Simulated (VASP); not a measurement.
Input of a VASP 6.6.1 run:

Contents of INCAR:

```
PREC     = Accurate       # precision mode
ENCUT    = 520            # plane-wave cutoff, eV
EDIFF    = 1E-6           # SCF threshold, eV
ISMEAR   = 0              # smearing method
SIGMA    = 0.1            # smearing width, eV
LREAL    = F              # projectors in reciprocal space
LASPH    = T              # aspherical terms in the spheres
NELM     = 100            # most SCF steps
ALGO     = Normal         # electronic algorithm
ISIF     = 2              # what is computed and relaxed
LWAVE    = F              # write WAVECAR
LCHARG   = F              # write CHGCAR
GGA      = PE             # functional
NBANDS   = 24             # bands
```

KPOINTS

```
Automatic mesh
0
Gamma
  4 6 4
```

File POSCAR:

```
BiH
1.0
    4.6011822271      0.0000000000      0.0000000000
    0.0000000000      4.2278958314      0.0000000000
    0.0000000000      0.0000000000      4.8123626846
Bi H
2 2
Direct
    0.7500000000      0.0000000000      0.7099873604
    0.2500000000      0.0000000000      0.2900126396
    0.7500000000      0.5000000000     -0.3106631645
    0.2500000000      0.5000000000      1.3106631645
```

Potentials or basis: VASP PAW PBE potentials, release 64 (Bi_d, H).

Command:

```sh
$ cat potpaw_PBE.64/Bi_d/POTCAR potpaw_PBE.64/H/POTCAR > POTCAR
$ mpirun -np 1 vasp_std > vasp.out
```

Task: Predict the pressure.

Result: -0.1 GPa.

Task: Estimate the band gap on the k mesh.

Result: Zero (bands 16 and 17 overlap by 0.11 eV).

Task: What does it give for the largest force?

Result: 0.010 eV/Å.

Stress tensor (GPa, compression positive):
```
 0.00  0.00  0.00
 0.00 -0.14  0.00
 0.00  0.00 -0.06
```

Caveat: spin-orbit coupling is left out, which moves the levels of the heavy elements.
